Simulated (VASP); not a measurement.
**LiCl: single point with PBEsol**

LiCl:

```
Li Cl
1.0
     3.92488    0.00000    0.00000
    -1.96244    3.39905    0.00000
     0.00000    0.00000    6.35716
Li Cl
2 2
Direct
  0.66667 0.33333 0.87602
  0.33333 0.66667 0.37602
  0.66667 0.33333 0.49898
  0.33333 0.66667 0.99898
```

| Property | Result |
| --- | --- |
| Program | VASP 6.6.1 |
| Task | single point |
| Functional | PBEsol |
| Potentials or basis | VASP PAW PBE potentials, release 64 (Li_sv, Cl) |
| Cutoff | 750 eV |
| k mesh | 5 × 5 × 3 |
| Occupations | gaussian, width 0.01 eV |
| Spin | no spin polarisation |

```json
{"Pressure": "-1.2 GPa", "Largest force": "0.017 eV/Å", "Band gap on the k mesh": "5.73 eV"}
```

Forces on the atoms (eV/Å):
```
Li   0.000  0.000  0.017
Li   0.000  0.000  0.017
Cl   0.000  0.000 -0.017
Cl   0.000  0.000 -0.017
```

Stress tensor (GPa, compression positive):
```
-1.13  0.00  0.00
 0.00 -1.13  0.00
 0.00  0.00 -1.31
```

Levels at points of the mesh, in eV from the valence-band top:
```
           k point  band 7  band 8  band 9  band 10  band 11  band 12  band 13  band 14
(0.00, 0.00, 0.00)   -0.33   -0.02   -0.02     0.00     5.73     8.02     9.92     9.92
```

Wall time 32 s on 1 thread of AMD EPYC 7R13, with other jobs on the host, peak memory 0.22 GiB.

Caveat: the PAW data sets were made with another functional, which shifts forces and pressure a little.
